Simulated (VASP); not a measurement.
Input of a VASP 6.6.1 run:

The input INCAR:

```
SYSTEM = SrVO3
  PREC = Accurate
  ENCUT = 520
  EDIFF = 1E-6
  ISMEAR = 0
  SIGMA = 0.05
  LREAL = .FALSE.
  LASPH = .TRUE.
  NELM = 80
  ALGO = Normal
  ISIF = 2
  LWAVE = .FALSE.
  LCHARG = .FALSE.
  GGA = PE
  NBANDS = 28
```

KPOINTS

```
regular mesh
0
G
  8 8 8
  0 0 0
```

File POSCAR:

```
SrVO3
1.0
    3.8319541596      0.0000000000      0.0000000000
    0.0000000000      3.8319541596      0.0000000000
    0.0000000000      0.0000000000      3.8319541596
Sr V O
1 1 3
Direct
    0.5000000000      0.5000000000      0.5000000000
    0.0000000000      0.0000000000      0.0000000000
    0.5000000000      0.0000000000      0.0000000000
    0.0000000000      0.5000000000      0.0000000000
    0.0000000000      0.0000000000      0.5000000000
```

Potentials or basis: VASP PAW PBE potentials, release 64 (Sr_sv, V_sv, O).

The run is started by

```sh
$ cat potpaw_PBE.64/Sr_sv/POTCAR potpaw_PBE.64/V_sv/POTCAR potpaw_PBE.64/O/POTCAR > POTCAR
$ mpirun -np 1 vasp_std > vasp.out
```

Q: Estimate the pressure.

A: 4.8 GPa.

Q: What does it give for the band gap on the k mesh?

A: Zero (an odd number of electrons rules out a gap without spin polarisation).

Caveat: the cell stands under pressure; an odd number of electrons without spin polarisation forces a metal; a magnetic or distorted state may lie lower; the run has no spin polarisation, though such a crystal can be magnetic; semilocal functionals often make such compounds metallic where correlation or magnetic order opens a gap, which also shifts bond lengths. With open d or f shells a metallic result of PBE can be an artefact of self-interaction; +U or a hybrid may open a gap.
